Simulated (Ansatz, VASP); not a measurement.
## One calculation of ZrS2, two programs

```xyz
3
Lattice="3.6914 0.0000 0.0000 -1.8457 3.1968 0.0000 0.0000 0.0000 6.0411" Properties=species:S:1:pos:R:3 pbc="T T T"
Zr    0.0000    0.0000    0.0000
S     1.8457    1.0656    4.6038
S     0.0000    2.1312    1.4372
```

Alike in both runs: task single point; functional PBE; k mesh 4 × 4 × 2; no spin polarisation.

|  | VASP | Ansatz |
| --- | --- | --- |
| version | VASP 6.6.1 | Ansatz 0.2.0 |
| potentials or method | VASP PAW PBE potentials, release 64 (Zr_sv, S) | plane waves, PAW |
| plane-wave cutoff (eV) | 500 | 420 |
| occupations | gaussian, width 0.01 eV | fixed |
| valence electrons in the cell | 24 | 24 |

```csv
,VASP,Ansatz,Ansatz less VASP
gap on the k mesh at the Fermi level (eV),1.05,1.05,-0.001
```

The k mesh is coarse, so the values compare programs but aren't converged.
